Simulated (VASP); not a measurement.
## SrAl3: single point with LDA

SrAl3:

```
CELL_PARAMETERS angstrom
4.47370 0.00000 0.00000
0.00000 4.47370 0.00000
0.00000 0.00000 4.47370
ATOMIC_POSITIONS crystal
Sr 0.00000 0.00000 0.00000
Al 0.00000 0.50000 0.50000
Al 0.50000 0.50000 0.00000
Al 0.50000 0.00000 0.50000
```

```json
{"Program": "VASP 6.6.1", "Task": "single point", "Functional": "LDA", "Potentials or basis": "VASP PAW LDA potentials, release 64 (Sr_sv, Al)", "Cutoff": "520 eV", "k mesh": "8 × 8 × 8", "Occupations": "gaussian, width 0.05 eV", "Spin": "no spin polarisation", "Dipole correction": "no", "Further INCAR settings": "ALGO = Fast; EDIFF = 1e-07; NBANDS = 18"}
```

```yaml
Pressure: -3.0 GPa
Band_gap_on_the_k_mesh: zero (an odd number of electrons rules out a gap without spin polarisation)
```

Levels at points of the mesh, in eV from the Fermi level:
| k point | band 5 | band 6 | band 7 | band 8 | band 9 | band 10 | band 11 | band 12 | band 13 | band 14 |
| --- | --- | --- | --- | --- | --- | --- | --- | --- | --- | --- |
| (0.00, 0.00, 0.00) | -8.14 | -2.24 | -2.24 | -0.83 | -0.83 | -0.83 | 2.49 | 3.19 | 3.19 | 3.19 |
| (0.50, 0.00, 0.00) | -6.40 | -5.83 | -0.90 | -0.90 | -0.46 | -0.44 | 1.68 | 1.68 | 2.15 | 3.40 |
| (0.50, 0.50, 0.00) | -5.58 | -4.33 | -4.33 | -2.87 | 0.34 | 0.34 | 1.40 | 1.73 | 3.03 | 3.03 |
| (0.50, 0.50, 0.50) | -4.26 | -4.26 | -4.26 | -3.20 | -1.31 | -1.31 | -1.31 | 2.66 | 5.56 | 5.56 |

It took 78 s on 1 thread of Intel Xeon 8259CL, with other jobs on the host, peak memory 0.21 GiB.

Caveat: the cell stands under tension.
